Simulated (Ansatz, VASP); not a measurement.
# NiO: VASP beside Ansatz

```
Ni O
1.0
     0.00000    2.09131    2.09131
     4.18262    2.09131    2.09131
     4.18262    4.18262    0.00000
Ni O
2 2
Direct
  0.00000 0.00000 0.00000
  0.00000 0.00000 0.50000
  0.50000 0.50000 0.00000
  0.50000 0.50000 0.50000
```

Alike in both runs: task single point; functional LDA; k mesh 6 × 6 × 6; occupations gaussian, width 0.05 eV; collinear spin; Hubbard terms Ni d U = 4.2 eV.

|  | VASP | Ansatz |
| --- | --- | --- |
| version | VASP 6.6.1 | Ansatz 0.2.0 |
| potentials or method | VASP PAW LDA potentials, release 64 (Ni, O), cutoff 520 eV | scalar-relativistic, plane waves, PAW |
| valence electrons in the cell | 32 | 48 |

Ansatz gave:

```
gap on the k mesh at the Fermi level (eV)                     : 0.72
least direct gap on the mesh (eV)                             : 1.51
pressure (GPa)                                                : -7.7
net moment per atom (μB)                                      : 0.00
size of the moment on the site where the two differ most (μB) : 1.65
```

What did VASP give for the same quantities?

gap on the k mesh at the Fermi level (eV): 0.82; least direct gap on the mesh (eV): 1.63; pressure (GPa): -14.7; net moment per atom (μB): 0.00; size of the moment on the site where the two differ most (μB): 1.73.

LDA's correlation is that of Perdew and Zunger in VASP and of Perdew and Wang (1992) in Ansatz. Site moments also hang on the region over which each program counts them. The programs project onto different local orbitals, so the same U acts differently, and such runs can settle in different states. VASP's potentials hold 32 valence electrons a cell and Ansatz's 48, so a difference there can come from the potentials and not from the codes.

The k mesh is coarse, so the values compare programs but aren't converged.
